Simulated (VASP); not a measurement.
Runs of VASP 6.6.1 on AgBr. The structure is that of space group Fm-3m (No. 225), or close to it. The cells are those of the table. 

| task | level | potentials or basis | spin | cell | k mesh | cutoff (eV) | gap on the mesh (eV) | pressure (GPa) |
| --- | --- | --- | --- | --- | --- | --- | --- | --- |
| single point | PBEsol | VASP PAW PBE potentials, release 64 (Ag, Br) | off | a = 4.090 Å, angles 60.0°, 2 atoms | 7 × 7 × 7 | 500 | 0.58 | (b) |
| electric field gradients | PBE | VASP PAW PBE potentials, release 64 (Ag, Br) | off | a = 4.090 Å, angles 60.0°, 2 atoms | 7 × 7 × 7 | 400 | 0.75 | 1.0 |
| electric field gradients | LDA | VASP PAW LDA potentials, release 64 (Ag, Br) | off | a = 4.035 Å, angles 60.0°, 2 atoms | 7 × 7 × 7 | 400 | 0.48 | -3.6 |
| electric field gradients | r2SCAN | VASP PAW PBE potentials, release 64 (Ag, Br) | off | a = 4.090 Å, angles 60.0°, 2 atoms | 7 × 7 × 7, shifted | 440 | (c) | -0.1 |
| electric field gradients | PBE | VASP PAW PBE potentials, release 64 (Ag, Br) | off | a = 4.144 Å, angles 60.0°, 2 atoms | 7 × 7 × 7 | 400 | 0.76 | (a) |
| single point | PBE | VASP PAW PBE potentials, release 64 (Ag, Br) | non-collinear, zero start, SOC | a = 4.090 Å, angles 60.0°, 2 atoms | 7 × 7 × 7 | 500 | - | 1.2 |
| single point | r2SCAN | VASP PAW PBE potentials, release 64 (Ag, Br) | off | a = 4.090 Å, angles 60.0°, 2 atoms | 7 × 7 × 7 | 550 | 1.32 | 0.0 |
| electric field gradients | LDA | VASP PAW LDA potentials, release 64 (Ag, Br) | off | a = 4.090 Å, angles 60.0°, 2 atoms | 7 × 7 × 7 | 400 | 0.48 | -5.2 |

Alike in all rows: smearing fermi-dirac 0.02 eV.

Problem. Estimate the missing entries.

Solution. (a) -0.6; (b) -2.6; (c) 1.54.

Caveats: the PAW data sets were made with another functional, which shifts forces and pressure a little (some runs).

A k mesh can miss the band edges, and rows without SOC leave out spin-orbit coupling on Ag, Br.
